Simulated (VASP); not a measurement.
Input of a VASP 6.6.1 run:

The input INCAR:

```
SYSTEM = Ti
  PREC = Accurate
  ENCUT = 520
  EDIFF = 1E-7
  ISMEAR = 0
  SIGMA = 0.1
  LREAL = .False.
  LASPH = .True.
  NELM = 100
  ALGO = Fast
  ISIF = 2
  LWAVE = .False.
  LCHARG = .False.
  GGA = PE
  NBANDS = 19
```

Contents of KPOINTS:

```
regular mesh
0
Gamma
  15 15 8
  0 0 0
```

Contents of POSCAR:

```
Ti
1.0
    2.9499978604      0.0000000000      0.0000000000
   -1.4749989302      2.5547730882      0.0000000000
    0.0000000000      0.0000000000      4.6860000000
Ti
2
Direct
    0.3841808278      0.6666666667      0.2500000000
    0.6666666667      0.3333333333      0.7500000000
```

Potentials or basis: VASP PAW PBE potentials, release 64 (Ti_sv).

Launch:

```sh
$ cat potpaw_PBE.64/Ti_sv/POTCAR > POTCAR
$ mpirun -np 1 vasp_std > vasp.out
```

Task: Predict the band gap on the k mesh.

Result: Zero (band 12 reaches 8.88 eV, above the bottom of band 13 at 7.83 eV).

Task: Predict the largest force.

Result: 0.223 eV/Å.

Forces in eV/Å, atoms in the order of the input:
```
Ti  -0.222  0.014  0.000
Ti   0.222 -0.014  0.000
```

Caveat: the cell differs from its parent crystal (one atom moved).
